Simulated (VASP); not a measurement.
Input of a VASP 6.6.1 run:

The input INCAR:

```
SYSTEM = C
ALGO = Normal ; EDIFF = 1E-7
ENCUT = 520 ; GGA = PE
ISIF = 2 ; ISMEAR = 0
IVDW = 12 ; LASPH = .TRUE.
LCHARG = .FALSE. ; LREAL = .FALSE.
LWAVE = .FALSE. ; NBANDS = 31
NELM = 80 ; PREC = Accurate
SIGMA = 0.05
```

Contents of KPOINTS:

```
k-points
0
G
  7 11 3
  0 0 0
```

Contents of POSCAR:

```
C
1.0
    0.0000000000      1.4231463890     -3.3609366400
   -2.4649618524      0.0000000000      0.0000000000
    0.8216539508     10.2061948328      0.4626757195
C
10
Direct
   -0.1773693072      1.6964189968      0.8892569905
    0.7096261749      0.4227924886      0.0683774659
    0.7378773044      0.9911991157      0.2735973470
   -0.2338715661      0.5596057427      0.4788172282
   -0.2056204366      1.1280123698      0.6840371093
    0.7186249545      0.9456141384      0.1368424153
   -0.2531239160      0.5140207655      0.3420622965
   -0.2248727865      1.0824273925      0.5472821776
   -0.1966216571      0.6508340196      0.7525020588
   -0.1683705276      1.2192406466      0.9577219399
```

Potentials or basis: VASP PAW PBE potentials, release 64 (C).

Run with:

```bash
$ cat potpaw_PBE.64/C/POTCAR > POTCAR
$ mpirun -np 1 vasp_std > vasp.out
```

**Question.** Predict the band gap on the k mesh.

**Answer.** 0.24 eV, direct.

**Question.** Estimate the dispersion energy per atom.

**Answer.** -0.144 eV.

Stress tensor (GPa, compression positive):
```
 9.34  5.38 -0.49
 5.38 61.18 24.00
-0.49 24.00  7.58
```

Caveat: forces of over 1 eV/Å act on the atoms, so gaps and moduli don't describe the material at rest. A k mesh can miss the band edges.
